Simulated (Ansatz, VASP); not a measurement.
ZnCd2Se2S in VASP and in Ansatz

```
Zn Cd Se S
1.0
     4.89261    0.00000    0.00000
    -2.44630    4.23712    0.00000
     0.00000    0.00000   10.38099
Zn Cd Se S
1 2 2 1
Direct
  0.00000 0.00000 0.50000
  0.00000 0.00000 0.24633
  0.00000 0.00000 0.75367
  0.33333 0.66667 0.00000
  0.66667 0.33333 0.00000
  0.00000 0.00000 0.00000
```

Alike in both runs: functional PBE; k mesh 6 × 6 × 2; occupations gaussian, width 0.1 eV; no spin polarisation.

Ansatz relaxed the structure, and its values are those at the end. VASP's run is a single point on that final structure, the one shown.

```csv
,VASP,Ansatz
version,VASP 6.6.1,Ansatz 0.2.0
potentials or method,"VASP PAW PBE potentials, release 64 (Zn, Cd, Se, S), cutoff 520 eV","scalar-relativistic, plane waves, PAW"
valence electrons in the cell,54,90
```

Ansatz gave:

| Property | Result |
| --- | --- |
| gap on the k mesh at the Fermi level (eV) | none |
| pressure (GPa) | 0.0 |
| rms of the force components (eV/Å) | 0.005 |

**Question.** Which values does VASP return?

**Answer.** gap on the k mesh at the Fermi level (eV): none; pressure (GPa): 0.0; rms of the force components (eV/Å): 0.002.

A gap of «none» marks a metal or a gap that the smearing closes. VASP's potentials hold 54 valence electrons a cell and Ansatz's 90, so a difference there can come from the potentials and not from the codes.
